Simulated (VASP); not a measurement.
# ZrH2 (Fm-3m) in VASP: notebook, part 3 of 3

VASP 6.6.1. Earlier steps stand in the parts before.

## Step 5: Single point, PBEsol

This run uses another cell than the first one, of 9.60 Å³/atom, 1.096 times its volume.

INCAR

```
SYSTEM = ZrH2
ALGO = Normal
EDIFF = 1E-6
ENCUT = 520
GGA = PS
ISIF = 2
ISMEAR = -1
LASPH = .TRUE.
LCHARG = .FALSE.
LREAL = .FALSE.
LWAVE = .FALSE.
NBANDS = 14
NELM = 60
PREC = Accurate
SIGMA = 0.02
```

KPOINTS

```
k-points
0
G
  10 10 10
  0 0 0
```

POSCAR

```
ZrH2
1.0
    0.0000000000      2.4330802643      2.4330802643
    2.4330802643      0.0000000000      2.4330802643
    2.4330802643      2.4330802643      0.0000000000
Zr H
1 2
Direct
    0.0000000000      0.0000000000      0.0000000000
    0.7500000000      0.7500000000      0.7500000000
    0.2500000000      0.2500000000      0.2500000000
```

Command:

```bash
$ cat potpaw_PBE.64/Zr_sv/POTCAR potpaw_PBE.64/H/POTCAR > POTCAR
$ mpirun -np 1 vasp_std > vasp.out
```

Run time: 13 s. Hardware: 1 thread of AMD EPYC 9R14 (Zen 4), shared host; peak memory 0.13 GiB.

Results (log left out):

- Free energy: -17.5356 eV
- Pressure: -8.1 GPa
- Band gap on the k mesh: zero (band 7 reaches 8.42 eV, above the bottom of band 8 at 7.64 eV)

Levels at points of the mesh, in eV from the Fermi level:
```tsv
k point	band 5	band 6	band 7	band 8	band 9	band 10
(0.00, 0.00, 0.00)	-9.46	-1.24	-0.32	-0.32	-0.32	2.16
(0.50, 0.00, 0.00)	-7.25	-4.45	-0.20	-0.20	3.45	3.45
(0.50, 0.50, 0.00)	-6.35	-4.55	-3.25	3.62	3.68	3.68
```

Caveat: the PAW data sets were made with another functional, which shifts forces and pressure a little.

## Step 6: Single point, PBEsol

This run uses another cell than the first one, of 9.88 Å³/atom, 1.128 times its volume.

INCAR

```
SYSTEM = ZrH2
PREC = Accurate ; ENCUT = 520
EDIFF = 1E-6 ; ISMEAR = -1
SIGMA = 0.02 ; LREAL = .False.
LASPH = .True. ; NELM = 60
ALGO = Normal ; ISIF = 2
LWAVE = .False. ; LCHARG = .False.
GGA = PS ; NBANDS = 14
```

KPOINTS

```
Automatic mesh
0
Gamma
  10 10 10
  0 0 0
```

POSCAR

```
ZrH2
1.0
    0.0000000000      2.4564767021      2.4564767021
    2.4564767021      0.0000000000      2.4564767021
    2.4564767021      2.4564767021      0.0000000000
Zr H
1 2
Direct
    0.0000000000      0.0000000000      0.0000000000
    0.7500000000      0.7500000000      0.7500000000
    0.2500000000      0.2500000000      0.2500000000
```

Potentials or basis: VASP PAW PBE potentials, release 64 (Zr_sv, H).

Command:

```bash
$ cat potpaw_PBE.64/Zr_sv/POTCAR potpaw_PBE.64/H/POTCAR > POTCAR
$ mpirun -np 1 vasp_std > vasp.out
```

OUTCAR:

```text
SYSTEM = ZrH2
   PREC = Accurate
   ENCUT = 520
   EDIFF = 1E-6
   ISMEAR = -1
   LREAL = .False.
   LASPH = .True.
   NELM = 60
   ISIF = 2
   GGA = PS

 ion  position               nearest neighbor table
   1  0.000  0.000  0.000-   2 2.13   2 2.13   2 2.13   2 2.13   3 2.13   3 2.13   3 2.13   3 2.13

   2  0.750  0.750  0.750-   1 2.13   1 2.13   1 2.13   1 2.13
   3  0.250  0.250  0.250-   1 2.13   1 2.13   1 2.13   1 2.13

  LATTYP: Found a face centered cubic cell.
 ALAT       =     4.9129534042

  Lattice vectors:

 A1 = (   0.0000000000,   2.4564767021,   2.4564767021)
 A2 = (   2.4564767021,   0.0000000000,   2.4564767021)
 A3 = (   2.4564767021,   2.4564767021,   0.0000000000)

Analysis of symmetry for initial positions (statically):
=====================================================================
 Subroutine PRICEL returns:
 Original cell was already a primitive cell.

 Routine SETGRP: Setting up the symmetry group for a
 face centered cubic supercell.

 Subroutine GETGRP returns: Found 48 space group operations
 (whereof 48 operations were pure point group operations)
 out of a pool of 48 trial point group operations.

The static configuration has the point symmetry O_h .

Analysis of symmetry for dynamics (positions and initial velocities):
=====================================================================
 Subroutine PRICEL returns:
 Original cell was already a primitive cell.

 Routine SETGRP: Setting up the symmetry group for a
 face centered cubic supercell.

 Subroutine GETGRP returns: Found 48 space group operations
 (whereof 48 operations were pure point group operations)
 out of a pool of 48 trial point group operations.

The dynamic configuration has the point symmetry O_h .

 Subroutine INISYM returns: Found 48 space group operations
 (whereof 48 operations are pure point group operations),
 and found     1 'primitive' translations

----------------------------------------------------------------------------------------

                                     Primitive cell

[... 125 lines left out ...]
  volume of cell :       29.65
 maximum number of plane-waves:       821
 NGX is ok and might be reduce to    28
   NGX = 13   NGY = 13   NGZ = 13

 number of electron      14.0000001 magnetization

 Free energy of the ion-electron system (eV)
  ---------------------------------------------------
  ext. energy  EPLUGINS =         0.00000000
  ---------------------------------------------------
  free energy    TOTEN  =       -17.48634661 eV

  energy without entropy =      -17.48362207  energy(sigma->0) =      -17.48498434

 E-fermi :   7.6870     XC(G=0): -11.0099

 val. band max:        7.6822495492   @ k =  -0.1000   0.1000   0.0000
 cond. band min:       7.7083479676   @ k =   0.5000   0.1000   0.0000
 fundamental gap:      0.0260984184
 Fermi energy:         7.6870407136

 k-point     1 :       0.0000    0.0000    0.0000
  band No.  band energies     occupation
      1     -41.6239      2.00000
      2     -19.4426      2.00000
      3     -19.4426      2.00000
      4     -19.4426      2.00000
      5      -1.6522      2.00000
      6       6.4593      2.00000
      7       7.3714      2.00000
      8       7.3714      2.00000
      9       7.3714      2.00000
     10       9.7645      0.00000
     11       9.7645      0.00000
     12      18.1912      0.00000
     13      19.6159      0.00000
     14      19.6159      0.00000
[... 377 lines left out ...]
      1     -41.5620      2.00000
      2     -19.8621      2.00000
      3     -19.5967      2.00000
      4     -19.5784      2.00000
      5       1.5094      2.00000
      6       2.0290      2.00000
      7       6.0110      2.00000
      8       9.3979      0.00000
      9       9.8795      0.00000
     10      10.9753      0.00000
     11      14.8062      0.00000
     12      15.6874      0.00000
     13      16.4778      0.00000
     14      16.4884      0.00000

 [... further k-points ...]

------------------------ aborting loop because EDIFF is reached ----------------------------------------

  FORCE on cell =-STRESS in cart. coord.  units (eV):
  Direction    XX          YY          ZZ          XY          YZ          ZX
  --------------------------------------------------------------------------------------
  -------------------------------------------------------------------------------------
  Total       -2.0453291     -2.0453291     -2.0453291      0.0000000      0.0000000      0.0000000
  in kB     -110.5365306   -110.5365306   -110.5365306      0.0000000      0.0000000      0.0000000
  external PRESSURE =    -110.5365306 kB  Pullay stress =       0.0000000 kB

 VOLUME and BASIS-vectors are now :
 -----------------------------------------------------------------------------
  energy-cutoff  :      520.00
  volume of cell :       29.65
      direct lattice vectors                 reciprocal lattice vectors
     0.000000000  2.456476702  2.456476702    -0.203543555  0.203543555  0.203543555
     2.456476702  0.000000000  2.456476702     0.203543555 -0.203543555  0.203543555
     2.456476702  2.456476702  0.000000000     0.203543555  0.203543555 -0.203543555

 POSITION                                       TOTAL-FORCE (eV/Angst)
 -----------------------------------------------------------------------------------
      0.00000      0.00000      0.00000         0.000000     -0.000000      0.000000
      3.68472      3.68472      3.68472         0.000000     -0.000000     -0.000000
      1.22824      1.22824      1.22824        -0.000000      0.000000      0.000000
 -----------------------------------------------------------------------------------
    total drift:                               -0.000000     -0.000000      0.000000

  FREE ENERGIE OF THE ION-ELECTRON SYSTEM (eV)
  ---------------------------------------------------
  free  energy   TOTEN  =       -17.4863466060 eV

  energy  without entropy=      -17.4836220742  energy(sigma->0) =      -17.48498434
```

stdout:

```text
POSCAR found type information on POSCAR ZrH
 POSCAR found :  2 types and       3 ions
 scaLAPACK will be used
 -----------------------------------------------------------------------------
|                                                                             |
|                                                                             |
|     You enforced a specific xc type in the INCAR file but a different       |
|     I HOPE YOU KNOW WHAT YOU ARE DOING!                                     |
|                                                                             |
 -----------------------------------------------------------------------------

 LDA part: xc-table for (Slater+PW92), standard interpolation
 POSCAR, INCAR and KPOINTS ok, starting setup
 FFT: planning ... GRIDC
 FFT: planning ... GRID_SOFT
 FFT: planning ... GRID
 WAVECAR not read
 entering main loop
```

Run time: 13 s. Hardware: 1 thread of AMD EPYC 9R14 (Zen 4), shared host; peak memory 0.13 GiB.

What came out:

- Free energy: -17.4863 eV
- Pressure: -11.1 GPa
- Band gap on the k mesh: zero (band 7 reaches 8.13 eV, above the bottom of band 8 at 7.37 eV)

Caveat: the PAW data sets were made with another functional, which shifts forces and pressure a little.

## Step 7: The runs side by side

```tsv
cell	gap on the mesh (eV)	pressure (GPa)
a = 3.338 Å, angles 60.0°, 3 atoms	none	4.1
a = 3.373 Å, angles 60.0°, 3 atoms	none	-0.6
a = 3.407 Å, angles 60.0°, 3 atoms	none	-4.6
a = 3.441 Å, angles 60.0°, 3 atoms	none	-8.1
a = 3.474 Å, angles 60.0°, 3 atoms	none	-11.1
```

Alike in all rows: task single point; level PBEsol; potentials or basis VASP PAW PBE potentials, release 64 (Zr_sv, H); no spin polarisation; k mesh 10 × 10 × 10; cutoff (eV) 520; smearing fermi-dirac 0.02 eV.

Caveats: the PAW data sets were made with another functional, which shifts forces and pressure a little.

Total energies depend on the potentials used, so only differences within one code and one set of settings carry meaning.
